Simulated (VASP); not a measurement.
Cu: single point with LDA

Crystal: Cu.

```xyz
1
Lattice="0.0000 1.7593 1.7593 1.7593 0.0000 1.7593 1.7593 1.7593 0.0000" Properties=species:S:1:pos:R:3 pbc="T T T"
Cu    0.0000    0.0000    0.0000
```

```
Program                : VASP 6.6.1
Task                   : single point
Functional             : LDA
Potentials or basis    : VASP PAW LDA potentials, release 64 (Cu)
Cutoff                 : 520 eV
k mesh                 : 20 × 20 × 20
Occupations            : gaussian, width 0.1 eV
Spin                   : no spin polarisation
Dipole correction      : no
Further INCAR settings : ALGO = Normal; EDIFF = 1e-06; NBANDS = 12
```

| Property | Result |
| --- | --- |
| Pressure | 0.8 GPa |

Levels at points of the mesh, in eV from the Fermi level:
```tsv
k point	band 4	band 5	band 6	band 7	band 8	band 9
(0.00, 0.00, 0.00)	-3.31	-2.36	-2.36	23.34	26.46	26.46
(0.50, 0.00, 0.00)	-1.71	-1.71	-1.20	4.18	21.82	23.23
(0.50, 0.50, 0.00)	-1.56	-1.56	1.45	7.72	13.67	13.67
```

It took 19 s on 1 thread of Intel(R) Xeon(R) Platinum 8375C CPU @ 2.90GHz (Ice Lake), on a shared host, peak memory 0.14 GiB.
